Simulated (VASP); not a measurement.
# Al12Cu6H (a cell with a defect) in VASP: further runs, part 2 of 2

VASP 6.6.1.

### 3 Relaxation of the atoms, PBE

The input, INCAR:

```
SYSTEM = Al12Cu6H
PREC     = Accurate       ! precision mode
ENCUT    = 520            ! plane-wave cutoff, eV
EDIFF    = 1E-6           ! SCF threshold, eV
ISMEAR   = 0              ! smearing method
SIGMA    = 0.1            ! smearing width, eV
LREAL    = Auto         
LASPH    = .TRUE.         ! aspherical terms in the spheres
NELM     = 100            ! most SCF steps
ALGO     = Fast           ! electronic algorithm
ISIF     = 2              ! what is computed and relaxed
LWAVE    = .FALSE.        ! write WAVECAR
LCHARG   = .FALSE.        ! write CHGCAR
GGA      = PE             ! functional
IBRION   = 2              ! ionic algorithm
NSW      = 65             ! ionic steps
EDIFFG   = -0.025         ! ionic threshold
```

The input, KPOINTS:

```
Automatic mesh
0
G
  1 1 1
  0 0 0
```

The input, POSCAR:

```
Al12Cu6H
1.0
    4.0892560504      0.0000000000      5.7824626538
   -4.0892560504      0.0000000000      5.7824626538
    2.0446280252     -6.1338840756      2.8912313269
Al Cu H
12 6 1
Direct
    0.2916666667      0.1250000000      0.6666666667
    0.4583333333      0.6250000000      0.3333333333
    0.6250000000      0.1250000000      1.0000000000
    0.9583333333      0.1250000000      0.3333333333
    0.7916666667      0.6250000000      0.6666666667
    0.1250000000      0.6250000000      0.0000000000
    0.3750000000      0.8750000000      0.0000000000
    0.5416666667      0.3750000000      0.6666666667
    0.7083333333      0.8750000000      0.3333333333
    0.0416666667      0.8750000000      0.6666666667
    0.8750000000      0.3750000000      0.0000000000
    0.2083333333      0.3750000000      0.3333333333
    0.4166666667      0.7500000000      0.6666666667
    0.5833333333      0.2500000000      0.3333333333
    0.7500000000      0.7500000000      0.0000000000
    0.0833333333      0.7500000000      0.3333333333
    0.9166666667      0.2500000000      0.6666666667
    0.2500000000      0.2500000000      1.0000000000
    0.0000000000      0.0000000000      0.0000000000
```

Potentials or basis: VASP PAW PBE potentials, release 64 (Al, Cu, H).

Command:

```bash
cat potpaw_PBE.64/Al/POTCAR potpaw_PBE.64/Cu/POTCAR potpaw_PBE.64/H/POTCAR > POTCAR
mpirun -np 1 vasp_gam > vasp.out
```

OUTCAR:

```text
SYSTEM = Al12Cu6H
   PREC = Accurate
   ENCUT = 520
   EDIFF = 1E-6
   ISMEAR = 0
   LREAL = Auto
   LASPH = .TRUE.
   NELM = 100
   ISIF = 2
   GGA = PE
   IBRION = 2
   NSW = 65
   EDIFFG = -0.025

 ion  position               nearest neighbor table
   1  0.292  0.125  0.667-  18 2.50  17 2.50  13 2.50  14 2.50   8 2.89  10 2.89   7 2.89   9 2.89
                            11 2.89  12 2.89
   2  0.458  0.625  0.333-  15 2.50  14 2.50  16 2.50  13 2.50   9 2.89  12 2.89   7 2.89  10 2.89
                            11 2.89   8 2.89
   3  0.625  0.125  0.000-  14 2.50  17 2.50  15 2.50  18 2.50   7 2.89  11 2.89   9 2.89   8 2.89
                            10 2.89  12 2.89
   4  0.958  0.125  0.333-  18 2.50  16 2.50  14 2.50  17 2.50   9 2.89  12 2.89  11 2.89   8 2.89
                             7 2.89  10 2.89
   5  0.792  0.625  0.667-  15 2.50  13 2.50  17 2.50  16 2.50   8 2.89  10 2.89  11 2.89  12 2.89
                             7 2.89   9 2.89
   6  0.125  0.625  0.000-  16 2.50  13 2.50  15 2.50  18 2.50   7 2.89  11 2.89  10 2.89  12 2.89
                             9 2.89   8 2.89
   7  0.375  0.875  0.000-  13 2.50  16 2.50  15 2.50  18 2.50   3 2.89   6 2.89   1 2.89   2 2.89
                             5 2.89   4 2.89
   8  0.542  0.375  0.667-  18 2.50  17 2.50  13 2.50  14 2.50   1 2.89   5 2.89   3 2.89   4 2.89
                             6 2.89   2 2.89
   9  0.708  0.875  0.333-  15 2.50  14 2.50  16 2.50  13 2.50   2 2.89   4 2.89   3 2.89   1 2.89
[... 15 lines left out ...]
  17  0.917  0.250  0.667-  11 2.50   3 2.50   5 2.50   8 2.50  10 2.50   1 2.50  12 2.50   4 2.50

  18  0.250  0.250  0.000-   1 2.50  12 2.50   8 2.50   4 2.50   7 2.50   3 2.50  11 2.50   6 2.50

  19  0.000  0.000  0.000-

  LATTYP: Found a base centered monoclinic cell.
 ALAT       =     7.0822940767
 B/A-ratio  =     1.7321743518
 C/A-ratio  =     1.0000000000
 COS(beta)  =    -0.3332382256

  Lattice vectors:

 A1 = (  -2.0446280252,   6.1338840756,  -2.8912313269)
 A2 = (  -2.0446280252,  -6.1338840756,  -2.8912313269)
 A3 = (  -4.0892560504,   0.0000000000,   5.7824626538)

Analysis of symmetry for initial positions (statically):
=====================================================================
 Subroutine PRICEL returns:
 Original cell was already a primitive cell.

 Routine SETGRP: Setting up the symmetry group for a
 base centered monoclinic supercell.
[... 158 lines left out ...]
   LEPSILON=     F    determine dielectric tensor
   LRPA    =     F    only Hartree local field effects (RPA)
 conjugate gradient relaxation of ions
 non-spin polarized calculation
 RMM-DIIS sequential band-by-band and
 Gauss-broadening in eV      SIGMA  =   0.10
  energy-cutoff  :      520.00
  volume of cell :      290.08
 maximum number of plane-waves:      3890
 NGX is ok and might be reduce to    54
   NGX = 27   NGY = 27   NGZ = 27

--------------------------------------- Ionic step        1  -------------------------------------------

 number of electron     103.0000068 magnetization

 Free energy of the ion-electron system (eV)
  ---------------------------------------------------
  ext. energy  EPLUGINS =         0.00000000
  ---------------------------------------------------
  free energy    TOTEN  =       -75.29272170 eV

  energy without entropy =      -75.20190032  energy(sigma->0) =      -75.24731101

------------------------ aborting loop because EDIFF is reached ----------------------------------------

  FORCE on cell =-STRESS in cart. coord.  units (eV):
  Direction    XX          YY          ZZ          XY          YZ          ZX
  --------------------------------------------------------------------------------------
  -------------------------------------------------------------------------------------
  Total       18.3611030     -3.2276075    -19.2016605      0.0000000      0.0000000      0.3827726
  in kB      101.4113696    -17.8266033   -106.0539061      0.0000000      0.0000000      2.1141157
  external PRESSURE =      -7.4897133 kB  Pullay stress =       0.0000000 kB
[... 140 lines left out ...]
  FREE ENERGIE OF THE ION-ELECTRON SYSTEM (eV)
  ---------------------------------------------------
  free  energy   TOTEN  =       -75.4844716233 eV

  energy  without entropy=      -75.3954971145  energy(sigma->0) =      -75.43998437

[... ionic steps 4 to 8 ...]

--------------------------------------- Ionic step        9  -------------------------------------------

 number of electron     103.0000025 magnetization

------------------------ aborting loop because EDIFF is reached ----------------------------------------
[... 101 lines left out ...]
--------------------------------------- Ionic step       11  -------------------------------------------

 number of electron     103.0000029 magnetization

 Free energy of the ion-electron system (eV)
  ---------------------------------------------------
  ext. energy  EPLUGINS =         0.00000000
  ---------------------------------------------------
  free energy    TOTEN  =       -75.54774613 eV

  energy without entropy =      -75.48874214  energy(sigma->0) =      -75.51824414

 E-fermi :   7.6282     XC(G=0): -10.4612

 val. band max:        7.6270646326   @ k =   0.0000   0.0000   0.0000
 cond. band min:       8.4009355535   @ k =   0.0000   0.0000   0.0000
 fundamental gap:      0.7738709209
 Fermi energy:         7.6282225383

 k-point     1 :       0.0000    0.0000    0.0000
  band No.  band energies     occupation
      1      -3.3180      2.00000
      2      -0.3746      2.00000
      3      -0.1249      2.00000
      4       0.2667      2.00000
      5       0.4781      2.00000
      6       0.4812      2.00000
[... 99 lines left out ...]
  FREE ENERGIE OF THE ION-ELECTRON SYSTEM (eV)
  ---------------------------------------------------
  free  energy   TOTEN  =       -75.5477461343 eV

  energy  without entropy=      -75.4887421416  energy(sigma->0) =      -75.51824414

 reached required accuracy - stopping structural energy minimisation
```

CONTCAR:

```text
Al12Cu6H
   1.00000000000000
     4.0892560504000004    0.0000000000000000    5.7824626537999997
    -4.0892560504000004    0.0000000000000000    5.7824626537999997
     2.0446280252000002   -6.1338840756000002    2.8912313268999998
  Al              Cu              H
    12     6     1
Direct
     0.2734655118880656    0.1206359434005506    0.6839631425650490
     0.4582648783504037    0.6192720823032460    0.3339301583985591
     0.6172815953331043    0.1255418154642508    0.0000000000000000
     0.9574286543531059    0.1206359434005506    0.3160368574349511
     0.7921950368489719    0.6192720823032460    0.6660698416014406
     0.1349789372698186    0.6198550624574987    0.0000000000000000
[... 11 lines left out ...]
     0.2526672599889550    0.2551172619004579    0.0000000000000000
     0.0000000000000000    0.0000000000000000    0.0000000000000000

  0.00000000E+00  0.00000000E+00  0.00000000E+00
  0.00000000E+00  0.00000000E+00  0.00000000E+00
  0.00000000E+00  0.00000000E+00  0.00000000E+00
  0.00000000E+00  0.00000000E+00  0.00000000E+00
  0.00000000E+00  0.00000000E+00  0.00000000E+00
  0.00000000E+00  0.00000000E+00  0.00000000E+00
[... 11 lines left out ...]
  0.00000000E+00  0.00000000E+00  0.00000000E+00
  0.00000000E+00  0.00000000E+00  0.00000000E+00
```

Wall time 7.5 min (1 thread of Intel Xeon 6975P-C, shared host); peak memory 0.42 GiB.

What came out:

```
Free energy                  : -75.5477 eV
Energy gained by relaxing    : 13.4 meV/atom
Ionic steps                  : 11
Pressure after relaxing      : -0.4 GPa
Largest force after relaxing : 0.020 eV/Å
```

Forces on the atoms (eV/Å):
```
Al   0.001  0.009  0.002
Al   0.003  0.012  0.013
Al  -0.007  0.000 -0.019
Al   0.001 -0.009  0.002
Al   0.003 -0.012  0.013
Al  -0.017  0.000  0.008
Al   0.007  0.000  0.019
Al  -0.003 -0.012 -0.013
Al  -0.001 -0.009 -0.002
Al  -0.001  0.009 -0.002
Al   0.017  0.000 -0.008
Al  -0.003  0.012 -0.013
Cu   0.007 -0.009  0.004
Cu  -0.007  0.009 -0.004
Cu   0.011  0.000 -0.003
Cu   0.007  0.009  0.004
Cu  -0.007 -0.009 -0.004
Cu  -0.011  0.000  0.003
H    0.000  0.000  0.000
```

The path:
```csv
step,energy change (eV),largest force (eV/Å),pressure (GPa)
1,0.0000,0.6045,-0.75
2,-0.1321,0.4080,-0.68
3,-0.1917,0.2233,-0.56
4,-0.1919,0.2184,-0.53
5,-0.2144,0.1375,-0.55
6,-0.2333,0.1392,-0.57
7,-0.2422,0.1202,-0.54
8,-0.2483,0.1410,-0.50
9,-0.2534,0.0539,-0.45
10,-0.2534,0.0539,-0.45
11,-0.2550,0.0203,-0.41
```

Final structure:
```xyz
19
Lattice="4.0893 0.0000 5.7825 -4.0893 0.0000 5.7825 2.0446 -6.1339 2.8912" Properties=species:S:1:pos:R:3 pbc="T T T"
Al    2.0234   -4.1954    4.2564
Al    0.0244   -2.0483    7.1963
Al    2.0108    0.0000    4.2953
Al    4.0680   -1.9385    7.1476
Al    2.0690   -4.0856   10.0875
Al   -1.9828    0.0000    4.3648
Al   -2.0108    0.0000    7.2696
Al    2.0203   -4.0856    7.2599
Al    0.0212   -1.9385   10.1998
Al   -2.0234   -4.1954    7.3086
Al    1.9828    0.0000    7.2001
Al   -0.0244   -2.0483    4.3686
Cu    0.0182   -4.0501    8.6983
Cu    2.0264   -2.0838    5.7579
Cu    0.0100    0.0000    8.6287
Cu   -2.0264   -2.0838    5.8070
Cu    4.0711   -4.0501    8.6491
Cu   -0.0100    0.0000    2.9362
H     0.0000    0.0000    0.0000
```

Levels at points of the mesh, in eV from the Fermi level:
| k point | band 49 | band 50 | band 51 | band 52 | band 53 | band 54 | band 55 | band 56 |
| --- | --- | --- | --- | --- | --- | --- | --- | --- |
| (0.00, 0.00, 0.00) | -1.53 | -0.52 | -0.18 | 0.00 | 0.77 | 1.68 | 2.08 | 2.09 |

Caveat: the k points lie up to 1.07 Å⁻¹ apart.
